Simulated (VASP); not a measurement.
Here is a VASP 6.6.1 calculation.

Contents of INCAR:

```
SYSTEM = Si
PREC = Accurate ; ENCUT = 520
EDIFF = 1E-6 ; ISMEAR = 0
SIGMA = 0.03 ; LREAL = .FALSE.
LASPH = .TRUE. ; NELM = 80
ALGO = Normal ; ISIF = 2
LWAVE = .FALSE. ; LCHARG = .FALSE.
NBANDS = 16
```

KPOINTS

```
Automatic mesh
0
G
  12 12 6
  0 0 0
```

POSCAR

```
Si
1.0
    3.9079438097      0.0000000000      0.0000000000
   -1.9539719049      3.2516578857      0.0000000000
    0.0000000000      0.0000000000      6.3326220002
Si
4
Direct
    0.3333333333      0.6666666667      0.0630095000
    0.6666666667      0.3333333333      0.5630095000
    0.3333333333      0.6666666667      0.4369905000
    0.6666666667      0.3333333333      0.9369905000
```

Potentials or basis: VASP PAW LDA potentials, release 64 (Si).

Command:

```sh
$ cat potpaw_LDA.64/Si/POTCAR > POTCAR
$ mpirun -np 1 vasp_std > vasp.out
```

(1) Estimate the pressure.

(2) Estimate the band gap on the k mesh.

(3) What does it give for the largest force?

## Answers

(1) -1.9 GPa.

(2) zero (bands 8 and 9 overlap by 0.01 eV).

(3) 0.327 eV/Å.

Caveat: the cell differs from its parent crystal (strain +0.0200 x Voigt [1, -1, 0, 0, 0, 0]); semilocal functionals underestimate gaps, so a narrow gap can read as zero.
